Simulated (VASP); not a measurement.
A run of VASP 6.6.1 is set up as follows.

The input INCAR:

```
ALGO     = Normal         # electronic algorithm
EDIFF    = 1E-7           # SCF threshold, eV
ENCUT    = 520            # plane-wave cutoff, eV
GGA      = PS             # functional
ISIF     = 2              # what is computed and relaxed
ISMEAR   = 0              # smearing method
LASPH    = True           # aspherical terms in the spheres
LCHARG   = False          # write CHGCAR
LDAU     = True           # DFT+U
LDAUJ    = 0 0          
LDAUL    = 2 -1           # shell
LDAUPRINT= 1            
LDAUTYPE = 2            
LDAUU    = 4 0            # U, eV
LREAL    = False          # projectors in reciprocal space
LWAVE    = False          # write WAVECAR
NBANDS   = 20             # bands
NELM     = 150            # most SCF steps
PREC     = Accurate       # precision mode
SIGMA    = 0.1            # smearing width, eV
```

KPOINTS

```
k-points
0
Gamma
  4 4 4
```

POSCAR

```
GaGe
1.0
    0.0000000000      2.8978440000      2.8978440000
    2.8978440000      0.0000000000      2.8978440000
    2.8978440000      2.8978440000      0.0000000000
Ga Ge
1 1
Direct
    0.7500000000      0.7500000000      0.7500000000
    0.0000000000      0.0000000000      0.0000000000
```

Potentials or basis: VASP PAW PBE potentials, release 64 (Ga_d, Ge_d).

The run is started by

```bash
$ cat potpaw_PBE.64/Ga_d/POTCAR potpaw_PBE.64/Ge_d/POTCAR > POTCAR
$ mpirun -np 1 vasp_std > vasp.out
```

**Question.** Predict the pressure.

**Answer.** -3.8 GPa.

Eigenvalues of the final occupation matrices:
```tsv
site	spin	trace	eigenvalues
site 1 d	1	5.00	1.00 1.00 1.00 1.00 1.00
site 1 d	2	5.00	1.00 1.00 1.00 1.00 1.00
```

Caveat: the k points lie up to 0.47 Å⁻¹ apart; the PAW data sets were made with another functional, which shifts forces and pressure a little; U without spin polarisation on a metal has little footing; the U is typed as a test and isn't derived for this compound.
